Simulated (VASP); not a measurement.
# Si (P2_12_12_1) in VASP: single point with PBE

Aim: the single point of Si with PBE.

All numbers are computed with VASP 6.6.1; they aren't measurements. Logs are shortened: lines on timing, memory, paths and dates and some standing lists are left out, and cuts for length are marked.

## Step 1: The cell of the first run

Symmetry: P2_12_12_1, No. 19, orthorhombic system. Conventional cell: a = 3.655 Å, b = 5.085 Å, c = 5.305 Å, α = 90.00°, β = 90.00°, γ = 90.00°. Within 2.8 Å of Si (site symmetry 1) lie 6 Si at 2.10 to 2.46 Å. Within 2.8 Å of Si (site symmetry 1) lie 6 Si at 2.10 to 2.39 Å.

## Step 2: Single point, PBE

Input file INCAR:

```
SYSTEM = Si
ALGO = Normal
EDIFF = 1E-6
ENCUT = 520
GGA = PE
ISIF = 2
ISMEAR = 0
LASPH = .TRUE.
LCHARG = .TRUE.
LELF = .TRUE.
LREAL = .FALSE.
LVHAR = .TRUE.
LWAVE = .FALSE.
NBANDS = 26
NELM = 100
PREC = Accurate
SIGMA = 0.1
```

Input file KPOINTS:

```
k-points
0
G
  6 4 4
  0 0 0
```

Input file POSCAR:

```
Si
1.0
    3.6547986600      0.0000000000      0.0000000000
    0.0000000000      5.0853259200      0.0000000000
    0.0000000000      0.0000000000      5.3054002200
Si
8
Direct
    0.7623660000      0.7745620000      0.1539499900
    0.2376340000      0.2745620000      0.3460500100
    0.2623660000      0.7254380000      0.8460500100
    0.7376340000      0.2254380000      0.6539499900
    0.9806770100      0.4010700000      0.9963309600
    0.0193229900      0.9010700000      0.5036690400
    0.4806770100      0.0989300000      0.0036690400
    0.5193229900      0.5989300000      0.4963309600
```

Potentials or basis: VASP PAW PBE potentials, release 64 (Si).

Launch:

```
$ cat potpaw_PBE.64/Si/POTCAR > POTCAR
$ mpirun -np 1 vasp_std > vasp.out
```

OUTCAR:

```text
SYSTEM = Si
   EDIFF = 1E-6
   ENCUT = 520
   GGA = PE
   ISIF = 2
   ISMEAR = 0
   LASPH = .TRUE.
   LREAL = .FALSE.
   NELM = 100
   PREC = Accurate

 ion  position               nearest neighbor table
   1  0.762  0.775  0.154-   7 2.10   6 2.18   8 2.21   5 2.22   3 2.46   3 2.46
   2  0.238  0.275  0.346-   8 2.10   5 2.18   7 2.21   6 2.22   4 2.46   4 2.46
   3  0.262  0.725  0.846-   5 2.10   8 2.18   6 2.21   7 2.22   1 2.46   1 2.46
   4  0.738  0.225  0.654-   6 2.10   7 2.18   5 2.21   8 2.22   2 2.46   2 2.46
   5  0.981  0.401  0.996-   3 2.10   2 2.18   4 2.21   1 2.22   7 2.39   7 2.39
   6  0.019  0.901  0.504-   4 2.10   1 2.18   3 2.21   2 2.22   8 2.39   8 2.39
   7  0.481  0.099  0.004-   1 2.10   4 2.18   2 2.21   3 2.22   5 2.39   5 2.39
   8  0.519  0.599  0.496-   2 2.10   3 2.18   1 2.21   4 2.22   6 2.39   6 2.39

  LATTYP: Found a simple orthorhombic cell.
 ALAT       =     3.6547986600
 B/A-ratio  =     1.3914106885
 C/A-ratio  =     1.4516258524

  Lattice vectors:

 A1 = (   3.6547986600,   0.0000000000,   0.0000000000)
 A2 = (   0.0000000000,   5.0853259200,   0.0000000000)
 A3 = (   0.0000000000,   0.0000000000,   5.3054002200)

Analysis of symmetry for initial positions (statically):
=====================================================================
 Subroutine PRICEL returns:
 Original cell was already a primitive cell.

 Routine SETGRP: Setting up the symmetry group for a
 simple orthorhombic supercell.

 Subroutine GETGRP returns: Found  4 space group operations
 (whereof  1 operations were pure point group operations)
 out of a pool of  8 trial point group operations.

The static configuration has the point symmetry C_1 .
 The point group associated with its full space group is D_2 .

Analysis of symmetry for dynamics (positions and initial velocities):
=====================================================================
 Subroutine PRICEL returns:
 Original cell was already a primitive cell.

 Routine SETGRP: Setting up the symmetry group for a
 simple orthorhombic supercell.

 Subroutine GETGRP returns: Found  4 space group operations
 (whereof  1 operations were pure point group operations)
 out of a pool of  8 trial point group operations.

The dynamic configuration has the point symmetry C_1 .
 The point group associated with its full space group is D_2 .

 Subroutine INISYM returns: Found  4 space group operations
 (whereof  1 operations are pure point group operations),
 and found     1 'primitive' translations

----------------------------------------------------------------------------------------

                                     Primitive cell

  volume of cell :      98.6053

  direct lattice vectors                    reciprocal lattice vectors
     3.654798660  0.000000000  0.000000000     0.273612884  0.000000000  0.000000000
     0.000000000  5.085325920  0.000000000     0.000000000  0.196644230  0.000000000
     0.000000000  0.000000000  5.305400220     0.000000000  0.000000000  0.188487194

  length of vectors
     3.654798660  5.085325920  5.305400220     0.273612884  0.196644230  0.188487194

  position of ions in fractional coordinates (direct lattice)
     0.762366000  0.774562000  0.153949990
     0.237634000  0.274562000  0.346050010
     0.262366000  0.725438000  0.846050010
     0.737634000  0.225438000  0.653949990
     0.980677010  0.401070000  0.996330960
     0.019322990  0.901070000  0.503669040
     0.480677010  0.098930000  0.003669040
     0.519322990  0.598930000  0.496330960

  ion indices of the primitive-cell ions
   primitive index   ion index
                 1           1
                 2           2
                 3           3
                 4           4
                 5           5
                 6           6
                 7           7
                 8           8

----------------------------------------------------------------------------------------

 KPOINTS: k-points

Automatic generation of k-mesh.
 Grid dimensions read from file:
 generate k-points for:    6    4    4

 Generating k-lattice:

  Cartesian coordinates                     Fractional coordinates (reciprocal lattice)
     0.045602147  0.000000000  0.000000000     0.166666667  0.000000000  0.000000000
     0.000000000  0.049161058  0.000000000     0.000000000  0.250000000  0.000000000
     0.000000000  0.000000000  0.047121798     0.000000000  0.000000000  0.250000000

  Length of vectors
     0.045602147  0.049161058  0.047121798

  Shift w.r.t. Gamma in fractional coordinates (k-lattice)
     0.000000000  0.000000000  0.000000000

 Subroutine IBZKPT returns following result:
 ===========================================

 Found     36 irreducible k-points:

 Following reciprocal coordinates:
            Coordinates               Weight
  0.000000  0.000000  0.000000      1.000000
  0.166667  0.000000  0.000000      2.000000
  0.333333  0.000000  0.000000      2.000000
  0.500000  0.000000  0.000000      1.000000
  0.000000  0.250000  0.000000      2.000000
  0.166667  0.250000  0.000000      4.000000
[... 16 lines left out ...]
  0.333333  0.500000  0.250000      4.000000
  0.500000  0.500000  0.250000      2.000000
 [... further k-points ...]
   k-points           NKPTS =     36   k-points in BZ     NKDIM =     36   number of bands    NBANDS=     26
   number of dos      NEDOS =    301   number of ions     NIONS =      8
   total plane-waves  NPLWV =  44800
   dimension x,y,z NGX =    28 NGY =   40 NGZ =   40
   dimension x,y,z NGXF=    56 NGYF=   80 NGZF=   80
   ions per type =               8
   NGX,Y,Z   is equivalent  to a cutoff of  12.74, 13.08, 12.53 a.u.
   NGXF,Y,Z  is equivalent  to a cutoff of  25.47, 26.15, 25.07 a.u.
 SYSTEM =  Si
   PREC   = accura    normal or accurate (medium, high low for compatibility)
   ISTART =      0    job   : 0-new  1-cont  2-samecut
   ICHARG =      2    charge: 1-file 2-atom 10-const
   ISPIN  =      1    spin polarized calculation?
   LNONCOLLINEAR =      F non collinear calculations
   LSORBIT =      F    spin-orbit coupling
   LASPH  =      T    aspherical Exc in radial PAW
   ENCUT  =  520.0 eV  38.22 Ry    6.18 a.u.   6.80  9.46  9.86*2*pi/ulx,y,z
   NELM   =    100;   NELMIN=  2; NELMDL= -5     # of ELM steps
   EDIFF  = 0.1E-05   stopping-criterion for ELM
   LREAL  =      F    real-space projection
   EDIFFG = 0.1E-04   stopping-criterion for IOM
   NSW    =      0    number of steps for IOM
   IBRION =     -1    ionic relax: 0-MD 1-quasi-New 2-CG
   NFREE  =      0    steps in history (QN), initial steepest desc. (CG)
   ISIF   =      2    stress and relaxation
   ISYM   =      2    0-nonsym 1-usesym 2-fastsym
   POTIM  = 0.5000    time-step for ionic-motion
   TEBEG  =    0.0;   TEEND  =   0.0 temperature during run
   PSTRESS=    0.0 pullay stress
   NELECT =      32.0000    total number of electrons
   NUPDOWN=      -1.0000    fix difference up-down
   EMIN   =  10.00;   EMAX   =-10.00  energy-range for DOS
   EFERMI =   0.00;   METHOD = LEGACY
   ISMEAR =     0;   SIGMA  =   0.10  broadening in eV -4-tet -1-fermi 0-gaus
   EFERMI_NEDOS =   21; number of points for ismear=-14 and -15
   IALGO  =     38    algorithm
   IMIX   =      4    mixing-type and parameters
     AMIX     =   0.40;   BMIX     =  1.00
     AMIX_MAG =   1.60;   BMIX_MAG =  1.00
  volume/ion in A,a.u.               =      12.33        83.18
  Fermi-wavevector in a.u.,A,eV,Ry     =   1.125014  2.125969 17.220310  1.265657
  Thomas-Fermi vector in A             =   2.261689
   LORBIT       =      0    0 simple, 1 ext, 2 COOP (PROOUT), +10 PAW based schemes
   GGA     = PE    functional components
   LHFCALC =     F    Hartree Fock is set to
   AEXX    =    0.0000 exact exchange contribution
   IVDW    =     0    specifies the selected vdW correction
   LEPSILON=     F    determine dielectric tensor
   LRPA    =     F    only Hartree local field effects (RPA)
 non-spin polarized calculation
 Gauss-broadening in eV      SIGMA  =   0.10
  energy-cutoff  :      520.00
  volume of cell :       98.61
 maximum number of plane-waves:      2676
 NGX is ok and might be reduce to    28
   NGX = 13   NGY = 19   NGZ = 19

 number of electron      32.0000000 magnetization

 Free energy of the ion-electron system (eV)
  ---------------------------------------------------
  ext. energy  EPLUGINS =         0.00000000
  ---------------------------------------------------
  free energy    TOTEN  =       -33.59030607 eV

  energy without entropy =      -33.57496386  energy(sigma->0) =      -33.58263497

 E-fermi :  11.9324     XC(G=0): -11.6696

 val. band max:       11.9247071393   @ k =   0.1667   0.2500   0.0000
 cond. band min:      11.9843798694   @ k =   0.1667   0.2500   0.5000
 fundamental gap:      0.0596727301
 Fermi energy:        11.9323732950

 k-point     1 :       0.0000    0.0000    0.0000
  band No.  band energies     occupation
      1      -4.0055      2.00000
      2       0.3732      2.00000
      3       0.9076      2.00000
      4       1.5026      2.00000
      5       1.8028      2.00000
      6       4.7506      2.00000
[... 18 lines left out ...]
     25      15.9718      0.00000
     26      16.2876      0.00000

 k-point     2 :       0.1667    0.0000    0.0000
  band No.  band energies     occupation
      1      -3.7152      2.00000
      2       0.6396      2.00000
      3       1.1652      2.00000
      4       1.7422      2.00000
      5       2.0173      2.00000
      6       2.7726      2.00000
[... 18 lines left out ...]
     25      16.3775      0.00000
     26      17.2952      0.00000

 k-point     3 :       0.3333    0.0000    0.0000
  band No.  band energies     occupation
      1      -2.8502      2.00000
      2       0.4809      2.00000
      3       1.4051      2.00000
      4       1.8872      2.00000
      5       2.3789      2.00000
      6       2.5865      2.00000
[... 18 lines left out ...]
     25      18.4245      0.00000
     26      18.7298      0.00000

 k-point     4 :       0.5000    0.0000    0.0000
  band No.  band energies     occupation
      1      -1.4328      2.00000
      2      -1.4328      2.00000
      3       2.4298      2.00000
      4       2.4298      2.00000
      5       2.6839      2.00000
      6       2.6839      2.00000
[... 18 lines left out ...]
     25      20.0535      0.00000
     26      20.0538      0.00000

 k-point     5 :       0.0000    0.2500    0.0000
  band No.  band energies     occupation
      1      -3.6648      2.00000
      2      -0.9919      2.00000
      3       0.7110      2.00000
      4       1.8082      2.00000
      5       3.1312      2.00000
      6       3.9270      2.00000
[... 18 lines left out ...]
     25      16.0723      0.00000
     26      17.3126      0.00000

 k-point     6 :       0.1667    0.2500    0.0000
  band No.  band energies     occupation
      1      -3.3760      2.00000
      2      -0.7201      2.00000
      3       0.9637      2.00000
      4       2.0303      2.00000
      5       2.6670      2.00000
      6       3.8809      2.00000
[... 427 lines left out ...]
 k-point    21 :       0.0000    0.5000    0.2500
  band No.  band energies     occupation
      1      -2.3429      2.00000
      2      -2.3429      2.00000
      3       0.0595      2.00000
      4       0.0595      2.00000
      5       4.6756      2.00000
      6       4.6756      2.00000
[... 18 lines left out ...]
     25      16.1561      0.00000
     26      16.1561      0.00000

 k-point    22 :       0.1667    0.5000    0.2500
  band No.  band energies     occupation
      1      -2.0624      2.00000
      2      -2.0624      2.00000
      3       0.3032      2.00000
      4       0.3032      2.00000
      5       4.2848      2.00000
      6       4.2848      2.00000
[... 18 lines left out ...]
     25      16.9187      0.00000
     26      16.9187      0.00000

 k-point    23 :       0.3333    0.5000    0.2500
  band No.  band energies     occupation
      1      -1.2369      2.00000
      2      -1.2369      2.00000
      3       0.8253      2.00000
      4       0.8253      2.00000
      5       2.6925      2.00000
      6       2.6925      2.00000
[... 18 lines left out ...]
     25      17.4620      0.00000
     26      17.4620      0.00000

 k-point    24 :       0.5000    0.5000    0.2500
  band No.  band energies     occupation
      1      -0.0252      2.00000
      2      -0.0252      2.00000
      3       0.1047      2.00000
      4       0.1047      2.00000
      5       2.8991      2.00000
      6       2.8991      2.00000
[... 18 lines left out ...]
     25      18.2593      0.00000
     26      18.2593      0.00000

 [... further k-points ...]
[... 5 lines left out ...]
  --------------------------------------------------------------------------------------
  -------------------------------------------------------------------------------------
  Total       33.9116049     42.9819867     40.0164534      0.0000000      0.0000000      0.0000000
  in kB      551.0087879    698.3878383    650.2027128      0.0000000      0.0000000      0.0000000
  external PRESSURE =     633.1997796 kB  Pullay stress =       0.0000000 kB

 VOLUME and BASIS-vectors are now :
 -----------------------------------------------------------------------------
  energy-cutoff  :      520.00
  volume of cell :       98.61
      direct lattice vectors                 reciprocal lattice vectors
     3.654798660  0.000000000  0.000000000     0.273612884  0.000000000  0.000000000
     0.000000000  5.085325920  0.000000000     0.000000000  0.196644230  0.000000000
     0.000000000  0.000000000  5.305400220     0.000000000  0.000000000  0.188487194

 POSITION                                       TOTAL-FORCE (eV/Angst)
 -----------------------------------------------------------------------------------
      2.78629      3.93890      0.81677         0.840026     -1.050210     -0.787774
      0.86850      1.39624      1.83593        -0.840026     -1.050210      0.787774
      0.95889      3.68909      4.48863         0.840026      1.050210      0.787774
      2.69590      1.14643      3.46947        -0.840026      1.050210     -0.787774
      3.58418      2.03957      5.28593        -1.206856     -1.250797      0.268699
      0.07062      4.58223      2.67217         1.206856     -1.250797     -0.268699
      1.75678      0.50309      0.01947        -1.206856      1.250797     -0.268699
      1.89802      3.04575      2.63323         1.206856      1.250797      0.268699
 -----------------------------------------------------------------------------------
    total drift:                                0.000000      0.000000     -0.000000

  FREE ENERGIE OF THE ION-ELECTRON SYSTEM (eV)
  ---------------------------------------------------
  free  energy   TOTEN  =       -33.5903060727 eV

  energy  without entropy=      -33.5749638616  energy(sigma->0) =      -33.58263497
```

Run time: 35 s. Hardware: 1 thread of Intel Xeon 6975P-C (Granite Rapids), shared host; peak memory 0.22 GiB.

What came out:

| Item | Value |
| --- | --- |
| Free energy | -33.5903 eV |
| Pressure | 63.3 GPa |
| Largest force | 1.759 eV/Å |
| Band gap on the k mesh | zero (band 16 reaches 12.80 eV, above the bottom of band 17 at 10.57 eV) |

Forces on the atoms (eV/Å):
```
Si   0.840 -1.050 -0.788
Si  -0.840 -1.050  0.788
Si   0.840  1.050  0.788
Si  -0.840  1.050 -0.788
Si  -1.207 -1.251  0.269
Si   1.207 -1.251 -0.269
Si  -1.207  1.251 -0.269
Si   1.207  1.251  0.269
```

Stress tensor (GPa, compression positive):
```
55.10  0.00  0.00
 0.00 69.84  0.00
 0.00  0.00 65.02
```

Caveat: forces of over 1 eV/Å act on the atoms, so gaps and moduli don't describe the material at rest.
